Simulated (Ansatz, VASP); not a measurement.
# Two plane-wave programs on S

INCAR

```
  ALGO = Normal
  EDIFF = 1E-6
  ENCUT = 520
  GGA = PS
  ISIF = 2
  ISMEAR = 0
  LASPH = T
  LCHARG = F
  LREAL = F
  LWAVE = F
  NBANDS = 27
  NELM = 80
  PREC = Accurate
  SIGMA = 0.02
```

KPOINTS

```
k-points
0
Gamma
  6 6 6
```

Contents of POSCAR:

```
S
1.0
    5.2093132668      3.0075984168      1.4589420025
   -5.2093132668      3.0075984168      1.4589420025
    0.0000000000     -6.0151968337      1.4589420024
S
6
Direct
    0.2565548155      0.1462768607      0.9055104912
    0.9055104912      0.2565548155      0.1462768607
    0.1462768607      0.9055104912      0.2565548155
    0.7434451845      0.8537231393      0.0944895088
    0.0944895088      0.7434451845      0.8537231393
    0.8537231393      0.0944895088      0.7434451845
```

Input for Ansatz:

```yaml
crystal:
  lattice:
    - [5.2093132668, 3.0075984168, 1.4589420025]
    - [-5.2093132668, 3.0075984168, 1.4589420025]
    - [0.0, -6.0151968337, 1.4589420024]
  atoms:
    - { symbol: S, position: [0.2565548155, 0.1462768607, 0.9055104912] }
    - { symbol: S, position: [0.9055104912, 0.2565548155, 0.1462768607] }
    - { symbol: S, position: [0.1462768607, 0.9055104912, 0.2565548155] }
    - { symbol: S, position: [0.7434451845, 0.8537231393, 0.0944895088] }
    - { symbol: S, position: [0.0944895088, 0.7434451845, 0.8537231393] }
    - { symbol: S, position: [0.8537231393, 0.0944895088, 0.7434451845] }
basis:
  ecutwfc: 420
kpoints:
  mp_grid: { grid: [6, 6, 6] }
  band_path: { path: [VBM, CBM], npoints: 2 }
hamiltonian:
  xc: pbesol
scf:
  occupations: { method: gaussian, width: 0.02 }
output:
  forces: false
  stress: false
  eigenvalues: true
checkpoint:
  read: start.run
  write: ck
  compress: false
  write_wavefunctions: false
  write_every: 100000
```

Alike in both runs: task single point; functional PBEsol; k mesh 6 × 6 × 6; occupations gaussian, width 0.02 eV; no spin polarisation.

```csv
,VASP,Ansatz
version,VASP 6.6.1,Ansatz 0.2.0
potentials or method,"VASP PAW PBE potentials, release 64 (S), cutoff 520 eV","scalar-relativistic, plane waves, PAW"
valence electrons in the cell,36,36
```

|  | VASP | Ansatz | Ansatz less VASP |
| --- | --- | --- | --- |
| gap on the k mesh at the Fermi level (eV) | 2.06 | 2.01 | -0.048 |
| least direct gap on the mesh (eV) | 2.15 | 2.10 | -0.046 |

VASP's potentials were made for PBE, not for PBEsol. With one functional, cell and mesh, what is left measures potentials, basis and numerics.
